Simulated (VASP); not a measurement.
BiS, 2 atoms in the cell. The structure is cubic, space group Pm-3m (No. 221). The conventional cell has a = 4.003 Å, b = 4.003 Å, c = 4.003 Å, α = 90.00°, β = 90.00°, γ = 90.00°. Within 4.6 Å of Bi (site symmetry m-3m) lie 8 S at 3.47 Å and 6 Bi at 4.00 Å. S (site symmetry m-3m) has 8 Bi at 3.47 Å and 6 S at 4.00 Å within 4.6 Å. 

| Item | Value |
| --- | --- |
| Program | VASP 6.6.1 |
| Task | single point |
| Functional | BLYP |
| Potentials or basis | VASP PAW PBE potentials, release 64 (Bi_d, S) |
| Cutoff | 500 eV |
| k mesh | 7 × 7 × 7 |
| Occupations | fermi-dirac, width 0.05 eV |
| Spin | no spin polarisation |
| Dipole correction | no |
| Further INCAR settings | ALGO = Normal; EDIFF = 1e-06; NBANDS = 18 |

Potentials or basis: VASP PAW PBE potentials, release 64 (Bi_d, S).

The run is started by

```bash
$ cat potpaw_PBE.64/Bi_d/POTCAR potpaw_PBE.64/S/POTCAR > POTCAR
$ mpirun -np 1 vasp_std > vasp.out
```

Hardware: 1 thread of AMD EPYC 7R13, on a shared host.

**Question.** Estimate the wall time of this run.

**Answer.** It took 40 s on 1 thread of AMD EPYC 7R13 (shared host), peak memory 0.14 GiB. Counts: scf iterations 13, k points 20.
